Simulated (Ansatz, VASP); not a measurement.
Hf in VASP and in Ansatz

```xyz
1
Lattice="-1.8050 1.8050 1.8050 1.8050 -1.8050 1.8050 1.8050 1.8050 -1.8050" Properties=species:S:1:pos:R:3 pbc="T T T"
Hf    0.0000    0.0000    0.0000
```

Alike in both runs: task single point; functional r2SCAN; k mesh 10 × 10 × 10; occupations fermi-dirac, width 0.05 eV; no spin polarisation.

```csv
,VASP,Ansatz
version,VASP 6.6.1,Ansatz 0.2.0
potentials or method,"VASP PAW PBE potentials, release 64 (Hf_pv)",Ansatz PAW
plane-wave cutoff (eV),520,500
valence electrons in the cell,10,26
```

|  | VASP | Ansatz | Ansatz less VASP |
| --- | --- | --- | --- |
| gap on the k mesh at the Fermi level (eV) | none | none | - |
| pressure (GPa) | -6.0 | -5.5 | +0.48 |

VASP's potentials were made for PBE, not for r2SCAN. A gap of «none» marks a metal or a gap that the smearing closes. With one functional, cell and mesh, what is left measures potentials, basis and numerics. VASP's potentials hold 10 valence electrons a cell and Ansatz's 26, so a difference there can come from the potentials and not from the codes.

Neither program's run includes spin-orbit coupling.
